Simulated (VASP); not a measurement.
Crystal: Rh.

```
Rh
1.0
     0.00000    1.88638    1.88638
     1.88638    0.00000    1.88638
     1.88638    1.88638    0.00000
Rh
1
Direct
  0.00000 0.00000 0.00000
```

Base run:

* Program: VASP 6.6.1
* Functional: r2SCAN
* Potentials or basis: VASP PAW PBE potentials, release 64 (Rh_sv_GW)
* Cutoff: 580 eV
* k mesh: 18 × 18 × 18
* Occupations: gaussian, width 0.05 eV
* Spin: no spin polarisation

Its results: pressure 4.7 GPa.

Task: The run is repeated on the same cell with these changes: potentials or basis from VASP PAW PBE potentials, release 64 (Rh_sv_GW) to VASP PAW PBE potentials, release 64 (Rh_pv); cutoff from 580 eV to 520 eV; valence electrons from 17 to 15. What comes out?

Result: Pressure 7.7 GPa.

Caveats: the PAW data sets were made with another functional, which shifts forces and pressure a little.
